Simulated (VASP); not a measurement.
# AgCl (F-43m) in VASP: notebook

Aim: see how the results for AgCl move with the level of theory and the settings. Levels: PBEsol, PBE. Tasks: vibrations by perturbation theory, dielectric tensor.

All numbers are computed with VASP 6.6.1; they aren't measurements. Logs are shortened: lines on timing, memory, paths and dates and some standing lists are left out, and cuts for length are marked.

## Step 1: The cell of the first run

Symmetry: F-43m, No. 216, cubic system. The conventional cell has a = 5.887 Å, b = 5.887 Å, c = 5.887 Å, α = 90.00°, β = 90.00°, γ = 90.00°. Within 3.4 Å of Ag (site symmetry -43m) lie 4 Cl at 2.55 Å. Within 3.4 Å of Cl (site symmetry -43m) lie 4 Ag at 2.55 Å.

## Step 2: Vibrations by perturbation theory, PBEsol

INCAR

```
SYSTEM = AgCl
ALGO = Normal
EDIFF = 1E-8
ENCUT = 520
GGA = PS
IBRION = 8
ISIF = 2
ISMEAR = 0
LASPH = .True.
LCHARG = .True.
LEPSILON = .True.
LREAL = .False.
LWAVE = .False.
NELM = 80
NSW = 1
PREC = Accurate
SIGMA = 0.01
```

KPOINTS

```
k-points
0
Gamma
  6 6 6
  0 0 0
```

POSCAR

```
AgCl
1.0
    0.0000000000      2.9433595913      2.9433595913
    2.9433595913      0.0000000000      2.9433595913
    2.9433595913      2.9433595913      0.0000000000
Ag Cl
1 1
Direct
    0.0000000000      0.0000000000      0.0000000000
    0.2500000000      0.2500000000      0.2500000000
```

Potentials or basis: VASP PAW PBE potentials, release 64 (Ag, Cl).

The run is started by

```bash
cat potpaw_PBE.64/Ag/POTCAR potpaw_PBE.64/Cl/POTCAR > POTCAR
mpirun -np 1 vasp_std > vasp.out
```

OUTCAR:

```text
SYSTEM = AgCl
   EDIFF = 1E-8
   ENCUT = 520
   GGA = PS
   IBRION = 8
   ISIF = 2
   ISMEAR = 0
   LASPH = .True.
   LEPSILON = .True.
   LREAL = .False.
   NELM = 80
   NSW = 1
   PREC = Accurate

 ion  position               nearest neighbor table
   1  0.000  0.000  0.000-   2 2.55   2 2.55   2 2.55   2 2.55
   2  0.250  0.250  0.250-   1 2.55   1 2.55   1 2.55   1 2.55

  LATTYP: Found a face centered cubic cell.
 ALAT       =     5.8867191826

  Lattice vectors:

 A1 = (   0.0000000000,   2.9433595913,   2.9433595913)
 A2 = (   2.9433595913,   0.0000000000,   2.9433595913)
 A3 = (   2.9433595913,   2.9433595913,   0.0000000000)

Analysis of symmetry for initial positions (statically):
=====================================================================
 Subroutine PRICEL returns:
 Original cell was already a primitive cell.

 Routine SETGRP: Setting up the symmetry group for a
 face centered cubic supercell.

 Subroutine GETGRP returns: Found 24 space group operations
 (whereof 24 operations were pure point group operations)
 out of a pool of 48 trial point group operations.

The static configuration has the point symmetry T_d .

Analysis of symmetry for dynamics (positions and initial velocities):
=====================================================================
 Subroutine PRICEL returns:
 Original cell was already a primitive cell.

 Routine SETGRP: Setting up the symmetry group for a
 face centered cubic supercell.

 Subroutine GETGRP returns: Found 24 space group operations
 (whereof 24 operations were pure point group operations)
 out of a pool of 48 trial point group operations.

The dynamic configuration has the point symmetry T_d .

 Subroutine INISYM returns: Found 24 space group operations
 (whereof 24 operations are pure point group operations),
 and found     1 'primitive' translations

[... 477 lines left out ...]
     0.00000 -3.95524  0.00959

 MACROSCOPIC STATIC DIELECTRIC TENSOR (including local field effects in DFT)
 ------------------------------------------------------
           4.488903     0.000000     0.000000
           0.000000     4.488903    -0.000000
           0.000000    -0.000000     4.488903
 ------------------------------------------------------

 PIEZOELECTRIC TENSOR (including local field effects)  for field in x, y, z        (e  Angst)
          XX          YY          ZZ          XY          YZ          ZX
  --------------------------------------------------------------------------------
  x    -0.00000    -0.00000    -0.00000     0.00000    -1.16905    -0.00000
  y    -0.00000    -0.00000    -0.00000     0.00000     0.00000    -1.16905
  z     0.00000    -0.00000    -0.00000    -1.16905     0.00000     0.00000

 PIEZOELECTRIC TENSOR (including local field effects)  for field in x, y, z        (C/m^2)
          XX          YY          ZZ          XY          YZ          ZX
  --------------------------------------------------------------------------------
  x    -0.00000    -0.00000    -0.00000     0.00000    -0.36727    -0.00000
  y    -0.00000    -0.00000    -0.00000     0.00000     0.00000    -0.36727
  z     0.00000    -0.00000    -0.00000    -0.36727     0.00000     0.00000

 BORN EFFECTIVE CHARGES (including local field effects) (in |e|, cummulative output)
 ---------------------------------------------------------------------------------
 ion    1
    1     1.27498     0.00000     0.00000
    2     0.00000     1.27498    -0.00000
    3     0.00000    -0.00000     1.27498
 ion    2
    1    -1.27498     0.00000     0.00000
    2    -0.00000    -1.27498     0.00000
    3     0.00000     0.00000    -1.27498

 INTERNAL STRAIN TENSOR FOR ION    2 for displacements in x,y,z  (eV/Angst):
          X           Y           Z          XY          YZ          ZX
  --------------------------------------------------------------------------------
  x    -0.00000     0.00000     0.00000     0.00000    -3.95524     0.00000
  y    -0.00000    -0.00000    -0.00000     0.00000     0.00000    -3.95524
  z     0.00000     0.00000    -0.00000    -3.95524     0.00000     0.00000

 SECOND DERIVATIVES (NOT SYMMETRIZED)
 ------------------------------------
               1X          1Y          1Z          2X          2Y          2Z
  1X    -1.990689    0.000000    0.000000    1.990689    0.000000    0.000000
  1Y     0.000000   -1.990689    0.000000    0.000000    1.990689    0.000000
  1Z     0.000000    0.000000   -1.990689    0.000000    0.000000    1.990689
  2X     1.990758    0.000000    0.000000   -1.990758    0.000000    0.000000
  2Y     0.000000    1.990758    0.000000    0.000000   -1.990758    0.000000
  2Z     0.000000    0.000000    1.990758    0.000000    0.000000   -1.990758

 Eigenvectors and eigenvalues of the dynamical matrix
 ----------------------------------------------------

   1 f  =    4.270121 THz    26.829963 2PiTHz  142.435913 cm-1    17.659795 meV
             X         Y         Z           dx          dy          dz
      0.000000  0.000000  0.000000    -0.000000    0.497354    0.000000
      1.471680  1.471680  1.471680     0.000000   -0.867547    0.000000
[... 21 lines left out ...]
   6 f/i=    0.000032 THz     0.000199 2PiTHz    0.001059 cm-1     0.000131 meV
             X         Y         Z           dx          dy          dz
      0.000000  0.000000  0.000000     0.692722    0.391750    0.345408
      1.471680  1.471680  1.471680     0.397129    0.224585    0.198018

--------------------------------------------------------------------------------------------------------

 MACROSCOPIC STATIC DIELECTRIC TENSOR IONIC CONTRIBUTION
 ------------------------------------------------------
           2.897363     0.000000     0.000000
           0.000000     2.897363    -0.000000
           0.000000    -0.000000     2.897363
 ------------------------------------------------------

 ELASTIC MODULI CONTR FROM IONIC RELAXATION (kBar)
 Direction    XX          YY          ZZ          XY          YZ          ZX
 --------------------------------------------------------------------------------
 XX          -0.0000     -0.0000     -0.0000      0.0000     -0.0000     -0.0000
 YY          -0.0000     -0.0000     -0.0000      0.0000      0.0000     -0.0000
 ZZ          -0.0000     -0.0000     -0.0000     -0.0000      0.0000     -0.0000
 XY           0.0000      0.0000     -0.0000   -260.2798      0.0000      0.0000
 YZ          -0.0000      0.0000      0.0000      0.0000   -260.2798      0.0000
 ZX          -0.0000     -0.0000     -0.0000      0.0000      0.0000   -260.2798
 --------------------------------------------------------------------------------

 PIEZOELECTRIC TENSOR IONIC CONTR  for field in x, y, z        (C/m^2)
          XX          YY          ZZ          XY          YZ          ZX
  --------------------------------------------------------------------------------
  x     0.00000    -0.00000    -0.00000     0.00000     0.81714     0.00000
  y     0.00000     0.00000     0.00000    -0.00000     0.00000     0.81714
  z    -0.00000    -0.00000     0.00000     0.81714     0.00000    -0.00000
```

OSZICAR:

```text
N       E                     dE             d eps       ncg     rms          rms(c)
DAV:   1     0.961594121429E+02    0.96159E+02   -0.85779E+03   432   0.122E+03
DAV:   2    -0.171028953120E+01   -0.97870E+02   -0.91208E+02   491   0.239E+02
DAV:   3    -0.614772244063E+01   -0.44374E+01   -0.44214E+01   481   0.545E+01
DAV:   4    -0.619114113037E+01   -0.43419E-01   -0.43413E-01   486   0.604E+00
[... 163 lines left out ...]
RMM:  10    -0.192368860063E+00   -0.26563E-06   -0.62367E-09  2010   0.324E-05    0.116E-05
RMM:  11    -0.192369063722E+00   -0.20366E-06    0.10158E-08  1830   0.261E-05    0.481E-06
RMM:  12    -0.192369006295E+00    0.57428E-07    0.51577E-08  1852   0.715E-06    0.115E-06
RMM:  13    -0.192368996262E+00    0.10033E-07   -0.21496E-08  1493   0.255E-06    0.235E-07
RMM:  14    -0.192368998932E+00   -0.26700E-08   -0.16074E-09   790   0.988E-07    0.187E-07
 Linear response finished
```

Run time: 5.6 min. Hardware: 1 thread of Intel Xeon 8259CL, shared host; peak memory 0.25 GiB.

Results:

| Quantity | Value |
| --- | --- |
| Electronic dielectric tensor (diagonal) | 4.49 |
| Born charges (mean of the diagonal) | Ag +1.27; Cl -1.27 e |
| Highest phonon frequency at Γ, LO-TO splitting left out | 142 cm⁻¹ |

Phonon frequencies in cm⁻¹ (negative: imaginary):
| q point | frequencies |
| --- | --- |
| (0.000, 0.000, 0.000) | 0 0 0 142 142 142 |

Electronic dielectric tensor:
```
4.49 0.00 0.00
0.00 4.49 0.00
0.00 0.00 4.49
```

Born effective charge tensors (e):
atom 1, Ag
```
1.27 0.00 0.00
0.00 1.27 0.00
0.00 0.00 1.27
```
atom 2, Cl
```
-1.27  0.00  0.00
 0.00 -1.27  0.00
 0.00  0.00 -1.27
```

Caveat: the PAW data sets were made with another functional, which shifts forces and pressure a little.

## Step 3: Dielectric tensor, PBE

This run uses another cell than the first one, of 26.82 Å³/atom.

INCAR

```
SYSTEM = AgCl
PREC = Accurate
ENCUT = 520
EDIFF = 1E-8
ISMEAR = 0
SIGMA = 0.01
LREAL = .False.
LASPH = .True.
NELM = 100
ALGO = Normal
ISIF = 2
LWAVE = .False.
LCHARG = .False.
GGA = PE
LEPSILON = .True.
```

KPOINTS

```
regular mesh
0
Gamma
  6 6 6
  0 0 0
```

POSCAR

```
AgCl
1.0
    0.0000000000      2.9932645783      2.9932645783
    2.9932645783      0.0000000000      2.9932645783
    2.9932645783      2.9932645783      0.0000000000
Ag Cl
1 1
Direct
    0.0000000000      0.0000000000      0.0000000000
    0.2500000000      0.2500000000      0.2500000000
```

Potentials or basis: VASP PAW PBE potentials, release 64 (Ag, Cl).

The run is started by

```bash
cat potpaw_PBE.64/Ag/POTCAR potpaw_PBE.64/Cl/POTCAR > POTCAR
mpirun -np 1 vasp_std > vasp.out
```

OUTCAR:

```text
SYSTEM = AgCl
   PREC = Accurate
   ENCUT = 520
   EDIFF = 1E-8
   ISMEAR = 0
   LREAL = .False.
   LASPH = .True.
   NELM = 100
   ISIF = 2
   GGA = PE
   LEPSILON = .True.

 ion  position               nearest neighbor table
   1  0.000  0.000  0.000-   2 2.59   2 2.59   2 2.59   2 2.59
   2  0.250  0.250  0.250-   1 2.59   1 2.59   1 2.59   1 2.59

  LATTYP: Found a face centered cubic cell.
 ALAT       =     5.9865291566

  Lattice vectors:

 A1 = (   0.0000000000,   2.9932645783,   2.9932645783)
 A2 = (   2.9932645783,   0.0000000000,   2.9932645783)
 A3 = (   2.9932645783,   2.9932645783,   0.0000000000)

Analysis of symmetry for initial positions (statically):
=====================================================================
 Subroutine PRICEL returns:
 Original cell was already a primitive cell.

 Routine SETGRP: Setting up the symmetry group for a
 face centered cubic supercell.

[... 465 lines left out ...]

 Free energy of the ion-electron system (eV)
  ---------------------------------------------------
  ---------------------------------------------------
  free energy    TOTEN  =        -0.47187686 eV

  energy without entropy =       -0.47187686

------------------------ aborting loop because EDIFF is reached ----------------------------------------

 PIEZOELECTRIC TENSOR FIELD DIRECTION 3  (e Angst)
 -----------------------------------------------------------------------------
    -0.00048 -1.16179  0.00000           ( -0.00000  0.02171  0.00000)
    -1.16179 -0.00048  0.00000           (  0.02171 -0.00000  0.00000)
     0.00000  0.00000 -0.00057           (  0.00000  0.00000 -0.00000)

 PIEZOELECTRIC TENSOR FIELD DIRECTION 3  (C/m^2)
 -----------------------------------------------------------------------------
    -0.00014 -0.34703  0.00000
    -0.34703 -0.00014  0.00000
     0.00000  0.00000 -0.00017

 MACROSCOPIC STATIC DIELECTRIC TENSOR (including local field effects in DFT)
 ------------------------------------------------------
           3.973347    -0.000000     0.000000
           0.000000     3.973347    -0.000000
           0.000000     0.000000     3.973347
 ------------------------------------------------------

 PIEZOELECTRIC TENSOR (including local field effects)  for field in x, y, z        (e  Angst)
          XX          YY          ZZ          XY          YZ          ZX
  --------------------------------------------------------------------------------
  x    -0.00000     0.00000    -0.00000    -0.00000    -1.18797     0.00000
  y     0.00000     0.00000     0.00000    -0.00000    -0.00000    -1.18797
  z    -0.00000    -0.00000    -0.00000    -1.18797    -0.00000     0.00000

 PIEZOELECTRIC TENSOR (including local field effects)  for field in x, y, z        (C/m^2)
          XX          YY          ZZ          XY          YZ          ZX
  --------------------------------------------------------------------------------
  x    -0.00000     0.00000    -0.00000    -0.00000    -0.35486     0.00000
  y     0.00000     0.00000     0.00000    -0.00000    -0.00000    -0.35486
  z    -0.00000    -0.00000    -0.00000    -0.35486    -0.00000     0.00000

 BORN EFFECTIVE CHARGES (including local field effects) (in |e|, cummulative output)
 ---------------------------------------------------------------------------------
 ion    1
    1     1.27119     0.00000     0.00000
    2     0.00000     1.27119    -0.00000
    3     0.00000     0.00000     1.27119
 ion    2
    1    -1.27119     0.00000     0.00000
    2    -0.00000    -1.27119     0.00000
    3    -0.00000    -0.00000    -1.27119
```

stdout:

```text
POSCAR found type information on POSCAR AgCl
 POSCAR found :  2 types and       2 ions
 scaLAPACK will be used
 LDA part: xc-table for (Slater+PW92), standard interpolation
 POSCAR, INCAR and KPOINTS ok, starting setup
 FFT: planning ... GRIDC
 FFT: planning ... GRID_SOFT
 FFT: planning ... GRID
 WAVECAR not read
 entering main loop
 Linear response reoptimize wavefunctions to high precision
 Linear response G [H, r] |phi>, progress :
  Direction:   1
 Linear response G [H, r] |phi>, progress :
  Direction:   2
 Linear response G [H, r] |phi>, progress :
  Direction:   3
 Linear response to external field (no local field effect), progress :
  Direction:   1
 dielectric tensor                  component  1 :     4.490     0.812     0.346
 Linear response to external field (no local field effect), progress :
  Direction:   2
 dielectric tensor                  component  2 :     0.812     4.573    -0.440
 Linear response to external field (no local field effect), progress :
  Direction:   3
 dielectric tensor                  component  3 :     0.344    -0.439     3.667
 Linear response to external field, progress :
  Direction:   1
 dielectric tensor                  component  1 :     3.973     0.433     0.151
 Linear response to external field, progress :
  Direction:   2
 dielectric tensor                  component  2 :     0.432     3.973     0.087
 Linear response to external field, progress :
  Direction:   3
 dielectric tensor                  component  3 :     0.324     0.260     3.973
 Born effective charges drift removed
```

Run time: 2.9 min. Hardware: 1 thread of Intel Xeon 8259CL, shared host; peak memory 0.25 GiB.

Results:

| Quantity | Value |
| --- | --- |
| Band gap on the k mesh | 1.25 eV |
| Electronic dielectric tensor (diagonal) | 3.97 |
| Born charges (mean of the diagonal) | Ag +1.27; Cl -1.27 e |

Levels at points of the mesh, in eV from the valence-band top:
```
           k point  band 6  band 7  band 8  band 9  band 10  band 11  band 12  band 13
(0.00, 0.00, 0.00)   -2.13    0.00    0.00    0.00     1.25     8.09     8.09     8.09
(0.50, 0.00, 0.00)   -2.06   -1.97   -0.57   -0.57     3.75     6.70     8.44     8.44
(0.50, 0.50, 0.00)   -1.98   -1.73   -1.35   -1.35     4.81     5.43     8.70    10.67
```

Electronic dielectric tensor:
```
3.97 0.00 0.00
0.00 3.97 0.00
0.00 0.00 3.97
```

Born effective charge tensors (e):
atom 1, Ag
```
1.27 0.00 0.00
0.00 1.27 0.00
0.00 0.00 1.27
```
atom 2, Cl
```
-1.27  0.00  0.00
 0.00 -1.27  0.00
 0.00  0.00 -1.27
```
